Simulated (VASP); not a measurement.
Here is a VASP 6.6.1 calculation.

File INCAR:

```
  ALGO = Normal
  EDIFF = 1E-6
  EDIFFG = -0.01
  ENCUT = 600
  GGA = PS
  IBRION = 2
  ISIF = 3
  ISMEAR = 1
  IVDW = 12
  LASPH = True
  LCHARG = False
  LREAL = False
  LWAVE = False
  NELM = 60
  NSW = 80
  PREC = Accurate
  SIGMA = 0.1
```

The input KPOINTS:

```
k-points
0
Gamma
  17 17 15
```

The input POSCAR:

```
TaN
1.0
    2.9380000000      0.0000000000      0.0000000000
   -1.4690000000      2.5443826363      0.0000000000
    0.0000000000      0.0000000000      2.8830000000
Ta N
1 1
Direct
    0.3333330000      0.6666670000      0.5000000000
    0.0000000000      0.0000000000      0.0000000000
```

Potentials or basis: VASP PAW PBE potentials, release 64 (Ta_pv, N).

Launch:

```bash
$ cat potpaw_PBE.64/Ta_pv/POTCAR potpaw_PBE.64/N/POTCAR > POTCAR
$ mpirun -np 1 vasp_std > vasp.out
```

Estimate the dispersion energy per atom.

-0.474 eV.

Predict the band gap on the k mesh.

zero (band 8 reaches 8.63 eV, above the bottom of band 9 at 8.31 eV).

The path:
| step | energy change (eV) | largest force (eV/Å) | pressure (GPa) | volume (Å³) |
| --- | --- | --- | --- | --- |
| 1 | 0.0000 | 0.0000 | -11.13 | 21.55 |
| 2 | 0.1431 | 0.0000 | 36.02 | 19.30 |
| 3 | -0.0236 | 0.0000 | -0.38 | 20.91 |
| 4 | -0.0236 | 0.0000 | -0.04 | 20.89 |
| 5 | -0.0236 | 0.0000 | 0.20 | 20.88 |
| 6 | -0.0236 | 0.0000 | 0.25 | 20.87 |
| 7 | -0.0237 | 0.0000 | 0.22 | 20.88 |
| 8 | -0.0237 | 0.0000 | 0.23 | 20.88 |
| 9 | -0.0236 | 0.0000 | -0.39 | 20.91 |
| 10 | -0.0237 | 0.0000 | -0.05 | 20.89 |

Caveat: the PAW data sets were made with another functional, which shifts forces and pressure a little; spin-orbit coupling is left out, which moves the levels of the heavy elements; pairwise dispersion overbinds metals, which lowers pressure and volume.
